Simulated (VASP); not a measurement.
# MoS2 (P6_3/mmc) in VASP: notebook, part 2 of 2

VASP 6.6.1. Earlier steps stand in the parts before.

### Step 3. Relaxation of cell and atoms, PBE

INCAR

```
SYSTEM = MoS2
ALGO     = Normal         ! electronic algorithm
EDIFF    = 1E-6           ! SCF threshold, eV
EDIFFG   = -0.002         ! ionic threshold
ENCUT    = 600            ! plane-wave cutoff, eV
GGA      = PE             ! functional
IBRION   = 2              ! ionic algorithm
ISIF     = 3              ! what is computed and relaxed
ISMEAR   = 0              ! smearing method
LASPH    = .True.         ! aspherical terms in the spheres
LCHARG   = .False.        ! write CHGCAR
LREAL    = .False.        ! projectors in reciprocal space
LWAVE    = .False.        ! write WAVECAR
NELM     = 100            ! most SCF steps
NSW      = 100            ! ionic steps
PREC     = Accurate       ! precision mode
SIGMA    = 0.02           ! smearing width, eV
```

KPOINTS

```
k-points
0
Gamma
  12 12 2
  0 0 0
```

POSCAR

```
MoS2
1.0
    3.1850582814      0.0000000029      0.0000000000
   -1.5925291432      2.7583413828      0.0000000000
    0.0000000000      0.0000000000     14.8039553003
Mo S
2 4
Direct
    0.6666666667      0.3333333333      0.2500000000
    0.3333333333      0.6666666667      0.7500000000
    0.6666666667      0.3333333333      0.6444481857
    0.3333333333      0.6666666667      0.3555518143
    0.6666666667      0.3333333333      0.8555518143
    0.3333333333      0.6666666667      0.1444481857
```

Potentials or basis: VASP PAW PBE potentials, release 64 (Mo_sv, S).

Started as:

```sh
> cat potpaw_PBE.64/Mo_sv/POTCAR potpaw_PBE.64/S/POTCAR > POTCAR
> mpirun -np 1 vasp_std > vasp.out
```

OUTCAR:

```text
SYSTEM = MoS2
   EDIFF = 1E-6
   EDIFFG = -0.002
   ENCUT = 600
   GGA = PE
   IBRION = 2
   ISIF = 3
   ISMEAR = 0
   LASPH = .True.
   LREAL = .False.
   NELM = 100
   NSW = 100
   PREC = Accurate

 ion  position               nearest neighbor table
   1  0.667  0.333  0.250-   4 2.41   6 2.41   4 2.41   6 2.41   4 2.41   6 2.41
   2  0.333  0.667  0.750-   3 2.41   5 2.41   3 2.41   5 2.41   3 2.41   5 2.41
   3  0.667  0.333  0.644-   2 2.41   2 2.41   2 2.41
   4  0.333  0.667  0.356-   1 2.41   1 2.41   1 2.41
   5  0.667  0.333  0.856-   2 2.41   2 2.41   2 2.41
   6  0.333  0.667  0.144-   1 2.41   1 2.41   1 2.41

  LATTYP: Found a hexagonal cell.
 ALAT       =     3.1850582814
 C/A-ratio  =     4.6479385909

  Lattice vectors:

 A1 = (   3.1850582814,   0.0000000029,   0.0000000000)
 A2 = (  -1.5925291432,   2.7583413828,   0.0000000000)
 A3 = (   0.0000000000,   0.0000000000,  14.8039553003)

Analysis of symmetry for initial positions (statically):
=====================================================================
 Subroutine PRICEL returns:
 Original cell was already a primitive cell.

 Routine SETGRP: Setting up the symmetry group for a
 hexagonal supercell.

 Subroutine GETGRP returns: Found 24 space group operations
 (whereof 12 operations were pure point group operations)
 out of a pool of 24 trial point group operations.

The static configuration has the point symmetry D_3d.
 The point group associated with its full space group is D_6h.

Analysis of symmetry for dynamics (positions and initial velocities):
=====================================================================
 Subroutine PRICEL returns:
 Original cell was already a primitive cell.

 Routine SETGRP: Setting up the symmetry group for a
 hexagonal supercell.

 Subroutine GETGRP returns: Found 24 space group operations
 (whereof 12 operations were pure point group operations)
 out of a pool of 24 trial point group operations.

The dynamic configuration has the point symmetry D_3d.
 The point group associated with its full space group is D_6h.

 Subroutine INISYM returns: Found 24 space group operations
 (whereof 12 operations are pure point group operations),
 and found     1 'primitive' translations

----------------------------------------------------------------------------------------

                                     Primitive cell

  volume of cell :     130.0598

  direct lattice vectors                    reciprocal lattice vectors
     3.185058281  0.000000003  0.000000000     0.313965997  0.181268353  0.000000000
    -1.592529143  2.758341383  0.000000000    -0.000000000  0.362536706  0.000000000
     0.000000000  0.000000000 14.803955300     0.000000000  0.000000000  0.067549515

  length of vectors
     3.185058281  3.185058281 14.803955300     0.362536706  0.362536706  0.067549515

  position of ions in fractional coordinates (direct lattice)
     0.666666667  0.333333333  0.250000000
     0.333333333  0.666666667  0.750000000
     0.666666667  0.333333333  0.644448186
     0.333333333  0.666666667  0.355551814
     0.666666667  0.333333333  0.855551814
     0.333333333  0.666666667  0.144448186

  ion indices of the primitive-cell ions
[... 72 lines left out ...]
   ICHARG =      2    charge: 1-file 2-atom 10-const
   ISPIN  =      1    spin polarized calculation?
   LNONCOLLINEAR =      F non collinear calculations
   LSORBIT =      F    spin-orbit coupling
   LASPH  =      T    aspherical Exc in radial PAW
   ENCUT  =  600.0 eV  44.10 Ry    6.64 a.u.   6.36  6.36 29.57*2*pi/ulx,y,z
   NELM   =    100;   NELMIN=  2; NELMDL= -5     # of ELM steps
   EDIFF  = 0.1E-05   stopping-criterion for ELM
   LREAL  =      F    real-space projection
   EDIFFG = -.2E-02   stopping-criterion for IOM
   NSW    =    100    number of steps for IOM
   IBRION =      2    ionic relax: 0-MD 1-quasi-New 2-CG
   NFREE  =      1    steps in history (QN), initial steepest desc. (CG)
   ISIF   =      3    stress and relaxation
   ISYM   =      2    0-nonsym 1-usesym 2-fastsym
   POTIM  = 0.5000    time-step for ionic-motion
   TEBEG  =    0.0;   TEEND  =   0.0 temperature during run
   PSTRESS=    0.0 pullay stress
   NELECT =      52.0000    total number of electrons
   NUPDOWN=      -1.0000    fix difference up-down
   EMIN   =  10.00;   EMAX   =-10.00  energy-range for DOS
   EFERMI =   0.00;   METHOD = LEGACY
   ISMEAR =     0;   SIGMA  =   0.02  broadening in eV -4-tet -1-fermi 0-gaus
   EFERMI_NEDOS =   21; number of points for ismear=-14 and -15
   IALGO  =     38    algorithm
   IMIX   =      4    mixing-type and parameters
     AMIX     =   0.40;   BMIX     =  1.00
     AMIX_MAG =   1.60;   BMIX_MAG =  1.00
  volume/ion in A,a.u.               =      21.68       146.28
  Fermi-wavevector in a.u.,A,eV,Ry     =   1.206040  2.279084 19.790102  1.454531
  Thomas-Fermi vector in A             =   2.341718
   LORBIT       =      0    0 simple, 1 ext, 2 COOP (PROOUT), +10 PAW based schemes
   GGA     = PE    functional components
   LHFCALC =     F    Hartree Fock is set to
   AEXX    =    0.0000 exact exchange contribution
   IVDW    =     0    specifies the selected vdW correction
   LEPSILON=     F    determine dielectric tensor
   LRPA    =     F    only Hartree local field effects (RPA)
 conjugate gradient relaxation of ions
 non-spin polarized calculation
 Gauss-broadening in eV      SIGMA  =   0.02
  energy-cutoff  :      600.00
  volume of cell :      130.06
 maximum number of plane-waves:      4372
 NGX is ok and might be reduce to    28
   NGX = 13   NGY = 13   NGZ = 59

--------------------------------------- Ionic step        1  -------------------------------------------

 number of electron      51.9999996 magnetization

 Free energy of the ion-electron system (eV)
  ---------------------------------------------------
  ext. energy  EPLUGINS =         0.00000000
  ---------------------------------------------------
  free energy    TOTEN  =       -43.71692514 eV

  energy without entropy =      -43.71692514  energy(sigma->0) =      -43.71692514

------------------------ aborting loop because EDIFF is reached ----------------------------------------

  FORCE on cell =-STRESS in cart. coord.  units (eV):
  Direction    XX          YY          ZZ          XY          YZ          ZX
  --------------------------------------------------------------------------------------
  -------------------------------------------------------------------------------------
  Total       -0.0713781     -0.0713781     -0.1080578     -0.0000000     -0.0000000      0.0000000
  in kB       -0.8792899     -0.8792899     -1.3311391     -0.0000000     -0.0000000      0.0000000
  external PRESSURE =      -1.0299063 kB  Pullay stress =       0.0000000 kB
[... 101 lines left out ...]
  FREE ENERGIE OF THE ION-ELECTRON SYSTEM (eV)
  ---------------------------------------------------
  free  energy   TOTEN  =       -43.7169637046 eV

  energy  without entropy=      -43.7169637046  energy(sigma->0) =      -43.71696370

[... ionic steps 4 to 24 ...]

--------------------------------------- Ionic step       25  -------------------------------------------

 number of electron      51.9999997 magnetization

------------------------ aborting loop because EDIFF is reached ----------------------------------------
[... 75 lines left out ...]
--------------------------------------- Ionic step       27  -------------------------------------------

 number of electron      51.9999997 magnetization

 Free energy of the ion-electron system (eV)
  ---------------------------------------------------
  ext. energy  EPLUGINS =         0.00000000
  ---------------------------------------------------
  free energy    TOTEN  =       -43.71735714 eV

  energy without entropy =      -43.71735714  energy(sigma->0) =      -43.71735714

 E-fermi :   5.3422     XC(G=0):  -9.6203

 val. band max:        5.1006202437   @ k =   0.0000   0.0000   0.0000
 cond. band min:       6.5172578443   @ k =   0.3333   0.3333   0.0000
 fundamental gap:      1.4166376006
 Fermi energy:         5.3422270805

 k-point     1 :       0.0000    0.0000    0.0000
  band No.  band energies     occupation
      1     -56.0148      2.00000
      2     -56.0148      2.00000
      3     -30.1537      2.00000
      4     -30.1537      2.00000
      5     -29.9513      2.00000
      6     -29.9513      2.00000
[... 805 lines left out ...]
     30       7.1853      0.00000
     31       8.2778      0.00000

 [... further k-points ...]

------------------------ aborting loop because EDIFF is reached ----------------------------------------

  FORCE on cell =-STRESS in cart. coord.  units (eV):
  Direction    XX          YY          ZZ          XY          YZ          ZX
  --------------------------------------------------------------------------------------
  -------------------------------------------------------------------------------------
  Total       -0.0004528     -0.0004528      0.0085419     -0.0000000     -0.0000000     -0.0000000
  in kB       -0.0057207     -0.0057207      0.1079120     -0.0000000     -0.0000000     -0.0000000
  external PRESSURE =       0.0321569 kB  Pullay stress =       0.0000000 kB
[... 21 lines left out ...]
  FREE ENERGIE OF THE ION-ELECTRON SYSTEM (eV)
  ---------------------------------------------------
  free  energy   TOTEN  =       -43.7173571440 eV

  energy  without entropy=      -43.7173571440  energy(sigma->0) =      -43.71735714

 reached required accuracy - stopping structural energy minimisation
```

Wall time 41 min (1 thread of Intel Xeon Platinum 8259CL at 2.50GHz (Skylake/Cascade Lake), shared host); peak memory 0.41 GiB.

Results:

- Free energy: -43.7174 eV
- Relaxed volume: 21.14 Å³/atom
- Relaxed cell: a = 3.185 Å, b = 3.185 Å, c = 14.440 Å, α = 90.00°, β = 90.00°, γ = 120.00°
- Space group after relaxing (to 0.1 Å): P6_3/mmc (No. 194)
- Energy gained by relaxing: 0.1 meV/atom
- Ionic steps: 27
- Pressure after relaxing: 0.0 GPa
- Band gap on the k mesh: 1.42 eV (least direct gap 1.67 eV)

Step by step:
```
step  energy change (eV)  largest force (eV/Å)  pressure (GPa)  volume (Å³)
   1              0.0000                0.0118           -0.10       130.06
   2              0.0001                0.0350            0.18       129.80
   3              0.0000                0.0050            0.00       129.97
   4              0.0000                0.0044           -0.01       129.97
   5              0.0000                0.0044           -0.01       129.95
   6             -0.0001                0.0039            0.00       129.90
   7             -0.0001                0.0028            0.01       129.80
   8             -0.0001                0.0005            0.03       129.60
   9             -0.0001                0.0038            0.07       129.20
  10             -0.0001                0.0044            0.07       129.20
  11             -0.0001                0.0044            0.06       129.19
  12             -0.0001                0.0045            0.07       129.18
  13             -0.0001                0.0048            0.07       129.14
  14             -0.0001                0.0057            0.06       129.08
  15             -0.0001                0.0073            0.06       128.95
  16             -0.0002                0.0112            0.04       128.70
  17             -0.0002                0.0179            0.01       128.19
  18             -0.0002                0.0305           -0.02       127.17
  19             -0.0004                0.0147            0.01       126.84
  20             -0.0003                0.0191            0.11       126.12
  21             -0.0004                0.0054            0.09       126.39
  22             -0.0004                0.0048            0.06       126.61
  23             -0.0004                0.0055            0.05       126.63
  24             -0.0004                0.0075            0.01       126.72
  25             -0.0004                0.0099           -0.03       126.81
  26             -0.0004                0.0003            0.01       126.82
  27             -0.0004                0.0012            0.00       126.82
```

Final structure:
```cif
data_structure
_symmetry_space_group_name_H-M 'P 1'
_symmetry_Int_Tables_number 1
_cell_length_a 3.1845
_cell_length_b 3.1845
_cell_length_c 14.4404
_cell_angle_alpha 90.000
_cell_angle_beta 90.000
_cell_angle_gamma 120.000
_cell_volume 126.82
loop_
_atom_site_label
_atom_site_type_symbol
_atom_site_fract_x
_atom_site_fract_y
_atom_site_fract_z
_atom_site_occupancy
Mo1 Mo 0.66667 0.33333 0.25000 1
Mo2 Mo 0.33333 0.66667 0.75000 1
S1 S 0.66667 0.33333 0.64183 1
S2 S 0.33333 0.66667 0.35817 1
S3 S 0.66667 0.33333 0.85817 1
S4 S 0.33333 0.66667 0.14183 1
```

Caveat: this functional lacks dispersion, which binds the layers, so the pressure and a relaxed spacing across them are unreliable. A k mesh can miss the band edges.
